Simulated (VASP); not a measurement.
# InP (sol2) (I-4m2) in VASP: relaxation of the atoms with PBEsol

Aim: the relaxation of the atoms of InP (sol2) with PBEsol.

Everything below comes from runs of VASP 6.6.1. Logs are shortened: lines on timing, memory, paths and dates and some standing lists are left out, and cuts for length are marked.

## 1. The cell of the first run

Symmetry: I-4m2, No. 119, tetragonal system. Conventional cell: a = 4.115 Å, b = 4.115 Å, c = 5.943 Å, α = 90.00°, β = 90.00°, γ = 90.00°. In (site symmetry -4m2) has 4 P at 2.54 Å within 3.3 Å. P (site symmetry -4m2) has 4 In at 2.54 Å within 3.3 Å.

## 2. Relaxation of the atoms, PBEsol (strained cell)

Contents of INCAR:

```
SYSTEM = InP
PREC = Accurate
ENCUT = 450
EDIFF = 1E-7
ISMEAR = 0
SIGMA = 0.02
LREAL = .FALSE.
LASPH = .TRUE.
NELM = 120
ALGO = Normal
ISIF = 2
LWAVE = .FALSE.
LCHARG = .FALSE.
GGA = PS
IBRION = 2
NSW = 60
EDIFFG = -0.002
GGA_COMPAT = .FALSE.
NELMIN = 4
```

Contents of KPOINTS:

```
Automatic mesh
0
G
  10 10 10
  0 0 0
```

Contents of POSCAR:

```
InP
1.0
    0.0000000000      2.9097962392      2.9716897206
    2.9097962392      0.0000000000      2.9716897206
    2.9097962392      2.9097962392      0.0000000000
In P
1 1
Direct
    0.0000000000      0.0000000000      0.0000000000
    0.2500000000      0.2500000000      0.2500000000
```

Potentials or basis: VASP PAW PBE potentials, release 64 (In_d, P).

On the command line:

```bash
$ cat potpaw_PBE.64/In_d/POTCAR potpaw_PBE.64/P/POTCAR > POTCAR
$ mpirun -np 1 vasp_std > vasp.out
```

OUTCAR:

```text
SYSTEM = InP
   PREC = Accurate
   ENCUT = 450
   EDIFF = 1E-7
   ISMEAR = 0
   LREAL = .FALSE.
   LASPH = .TRUE.
   NELM = 120
   ISIF = 2
   GGA = PS
   IBRION = 2
   NSW = 60
   EDIFFG = -0.002
   NELMIN = 4

 ion  position               nearest neighbor table
   1  0.000  0.000  0.000-   2 2.54   2 2.54   2 2.54   2 2.54
   2  0.250  0.250  0.250-   1 2.54   1 2.54   1 2.54   1 2.54

  LATTYP: Found a body centered tetragonal cell.
 ALAT       =     4.1150733052
 C/A-ratio  =     1.4442949130

  Lattice vectors:

 A1 = (  -2.9097962392,   0.0000000000,   2.9716897206)
 A2 = (   2.9097962392,   0.0000000000,   2.9716897206)
 A3 = (   0.0000000000,   2.9097962392,  -2.9716897206)

Analysis of symmetry for initial positions (statically):
=====================================================================
 Subroutine PRICEL returns:
 Original cell was already a primitive cell.

 Routine SETGRP: Setting up the symmetry group for a
 body centered tetragonal supercell.

 Subroutine GETGRP returns: Found  8 space group operations
 (whereof  8 operations were pure point group operations)
 out of a pool of 16 trial point group operations.

The static configuration has the point symmetry D_2d.

Analysis of symmetry for dynamics (positions and initial velocities):
=====================================================================
 Subroutine PRICEL returns:
 Original cell was already a primitive cell.

 Routine SETGRP: Setting up the symmetry group for a
 body centered tetragonal supercell.

 Subroutine GETGRP returns: Found  8 space group operations
 (whereof  8 operations were pure point group operations)
 out of a pool of 16 trial point group operations.

The dynamic configuration has the point symmetry D_2d.

 Subroutine INISYM returns: Found  8 space group operations
 (whereof  8 operations are pure point group operations),
 and found     1 'primitive' translations

----------------------------------------------------------------------------------------

                                     Primitive cell

  volume of cell :      50.3221

  direct lattice vectors                    reciprocal lattice vectors
     0.000000000  2.909796239  2.971689721    -0.171833338  0.171833338  0.168254443
     2.909796239  0.000000000  2.971689721     0.171833338 -0.171833338  0.168254443
     2.909796239  2.909796239  0.000000000     0.171833338  0.171833338 -0.168254443

  length of vectors
     4.159068880  4.159068880  4.115073305     0.295572241  0.295572241  0.295572241

[... 88 lines left out ...]
   POTIM  = 0.5000    time-step for ionic-motion
   TEBEG  =    0.0;   TEEND  =   0.0 temperature during run
   PSTRESS=    0.0 pullay stress
   NELECT =      18.0000    total number of electrons
   NUPDOWN=      -1.0000    fix difference up-down
   EMIN   =  10.00;   EMAX   =-10.00  energy-range for DOS
   EFERMI =   0.00;   METHOD = LEGACY
   ISMEAR =     0;   SIGMA  =   0.02  broadening in eV -4-tet -1-fermi 0-gaus
   EFERMI_NEDOS =   21; number of points for ismear=-14 and -15
   IALGO  =     38    algorithm
   IMIX   =      4    mixing-type and parameters
     AMIX     =   0.40;   BMIX     =  1.00
     AMIX_MAG =   1.60;   BMIX_MAG =  1.00
  volume/ion in A,a.u.               =      25.16       169.80
  Fermi-wavevector in a.u.,A,eV,Ry     =   1.162107  2.196064 18.374569  1.350493
  Thomas-Fermi vector in A             =   2.298672
   LORBIT       =      0    0 simple, 1 ext, 2 COOP (PROOUT), +10 PAW based schemes
   GGA     = PS    functional components
   LHFCALC =     F    Hartree Fock is set to
   AEXX    =    0.0000 exact exchange contribution
   IVDW    =     0    specifies the selected vdW correction
   LEPSILON=     F    determine dielectric tensor
   LRPA    =     F    only Hartree local field effects (RPA)
 conjugate gradient relaxation of ions
 non-spin polarized calculation
 Gauss-broadening in eV      SIGMA  =   0.02
  energy-cutoff  :      450.00
  volume of cell :       50.32
 maximum number of plane-waves:      1106
 NGX is ok and might be reduce to    30
   NGX = 15   NGY = 15   NGZ = 15

 number of electron      17.9999998 magnetization

 Free energy of the ion-electron system (eV)
  ---------------------------------------------------
  ext. energy  EPLUGINS =         0.00000000
  ---------------------------------------------------
  free energy    TOTEN  =        -9.15381528 eV

  energy without entropy =       -9.15381528  energy(sigma->0) =       -9.15381528

 E-fermi :   5.2398     XC(G=0):  -9.4808

 val. band max:        5.1275846435   @ k =   0.0000   0.0000   0.0000
 cond. band min:       5.7076401830   @ k =   0.0000   0.0000   0.0000
 fundamental gap:      0.5800555394
 Fermi energy:         5.2398164858

 k-point     1 :       0.0000    0.0000    0.0000
  band No.  band energies     occupation
      1      -9.0619      2.00000
      2      -9.0527      2.00000
      3      -9.0527      2.00000
      4      -8.9020      2.00000
      5      -8.9005      2.00000
      6      -6.4551      2.00000
      7       5.0240      2.00000
      8       5.1276      2.00000
      9       5.1276      2.00000
     10       5.7076      0.00000
     11       9.1023      0.00000
     12       9.1023      0.00000
     13       9.1340      0.00000
[... 354 lines left out ...]
  band No.  band energies     occupation
      1      -9.2080      2.00000
      2      -8.9774      2.00000
      3      -8.9733      2.00000
      4      -8.9333      2.00000
      5      -8.8773      2.00000
      6      -4.7983      2.00000
      7       0.2397      2.00000
      8       2.9139      2.00000
      9       3.2163      2.00000
     10       7.3248      0.00000
     11       8.1211      0.00000
     12      11.8224      0.00000
     13      12.5794      0.00000

 [... further k-points ...]
[... 5 lines left out ...]
  --------------------------------------------------------------------------------------
  -------------------------------------------------------------------------------------
  Total        0.2927172      0.2927172      0.0056083      0.0000000      0.0000000      0.0000000
  in kB        9.3196642      9.3196642      0.1785610      0.0000000      0.0000000      0.0000000
  external PRESSURE =       6.2726298 kB  Pullay stress =       0.0000000 kB

 VOLUME and BASIS-vectors are now :
 -----------------------------------------------------------------------------
  energy-cutoff  :      450.00
  volume of cell :       50.32
      direct lattice vectors                 reciprocal lattice vectors
     0.000000000  2.909796239  2.971689721    -0.171833338  0.171833338  0.168254443
     2.909796239  0.000000000  2.971689721     0.171833338 -0.171833338  0.168254443
     2.909796239  2.909796239  0.000000000     0.171833338  0.171833338 -0.168254443

 POSITION                                       TOTAL-FORCE (eV/Angst)
 -----------------------------------------------------------------------------------
      0.00000      0.00000      0.00000         0.000000      0.000000     -0.000000
      1.45490      1.45490      1.48584        -0.000000     -0.000000      0.000000
 -----------------------------------------------------------------------------------
    total drift:                               -0.000001     -0.000001      0.000011

  FREE ENERGIE OF THE ION-ELECTRON SYSTEM (eV)
  ---------------------------------------------------
  free  energy   TOTEN  =        -9.1538152823 eV

  energy  without entropy=       -9.1538152823  energy(sigma->0) =       -9.15381528

 reached required accuracy - stopping structural energy minimisation
```

OSZICAR:

```text
N       E                     dE             d eps       ncg     rms          rms(c)
DAV:   1     0.106637738054E+03    0.10664E+03   -0.79696E+03  2668   0.139E+03
DAV:   2    -0.175534932391E+01   -0.10839E+03   -0.10517E+03  2787   0.310E+02
DAV:   3    -0.934295195770E+01   -0.75876E+01   -0.74947E+01  3470   0.879E+01
DAV:   4    -0.954942809915E+01   -0.20648E+00   -0.20632E+00  3157   0.160E+01
DAV:   5    -0.955914571651E+01   -0.97176E-02   -0.97173E-02  3880   0.300E+00    0.548E+00
DAV:   6    -0.918993926066E+01    0.36921E+00   -0.69457E-01  3946   0.164E+01    0.325E+00
DAV:   7    -0.915643398439E+01    0.33505E-01   -0.17625E-01  3625   0.418E+00    0.111E+00
DAV:   8    -0.915361916348E+01    0.28148E-02   -0.15952E-02  3471   0.183E+00    0.354E-01
DAV:   9    -0.915376899226E+01   -0.14983E-03   -0.16947E-03  3435   0.663E-01    0.168E-01
DAV:  10    -0.915379302335E+01   -0.24031E-04   -0.17161E-04  3500   0.113E-01    0.113E-01
DAV:  11    -0.915381408458E+01   -0.21061E-04   -0.25829E-05  3104   0.527E-02    0.203E-02
DAV:  12    -0.915381531076E+01   -0.12262E-05   -0.14821E-05  3557   0.816E-02    0.171E-02
DAV:  13    -0.915381528234E+01    0.28421E-07   -0.98043E-07  3348   0.105E-02
   1 F= -.91538153E+01 E0= -.91538153E+01  d E =-.915382E+01
```

CONTCAR:

```text
InP
   1.00000000000000
     0.0000000000000000    2.9097962391999999    2.9716897206000001
     2.9097962391999999    0.0000000000000000    2.9716897206000001
     2.9097962391999999    2.9097962391999999    0.0000000000000000
  In              P
     1     1
Direct
     0.0000000000000000    0.0000000000000000    0.0000000000000000
     0.2500000000000000    0.2500000000000000    0.2500000000000000

  0.00000000E+00  0.00000000E+00  0.00000000E+00
  0.00000000E+00  0.00000000E+00  0.00000000E+00
```

It took 1.9 min on 1 thread of AMD EPYC 7R13, shared host; peak memory 0.17 GiB.

What came out:

```
Free energy             : -9.1538 eV
Pressure after relaxing : 0.6 GPa
Band gap on the k mesh  : 0.58 eV, direct
```

Final structure:
```cif
data_structure
_symmetry_space_group_name_H-M 'P 1'
_symmetry_Int_Tables_number 1
_cell_length_a 4.1591
_cell_length_b 4.1591
_cell_length_c 4.1151
_cell_angle_alpha 60.349
_cell_angle_beta 60.349
_cell_angle_gamma 59.301
_cell_volume 50.32
loop_
_atom_site_label
_atom_site_type_symbol
_atom_site_fract_x
_atom_site_fract_y
_atom_site_fract_z
_atom_site_occupancy
In1 In 0.00000 0.00000 0.00000 1
P1 P 0.25000 0.25000 0.25000 1
```

Caveat: the cell differs from its parent crystal (strained cell); the relaxation stopped at its first step, so nothing moved; the PAW data sets were made with another functional, which shifts forces and pressure a little; spin-orbit coupling is left out, which moves the levels of the heavy elements.
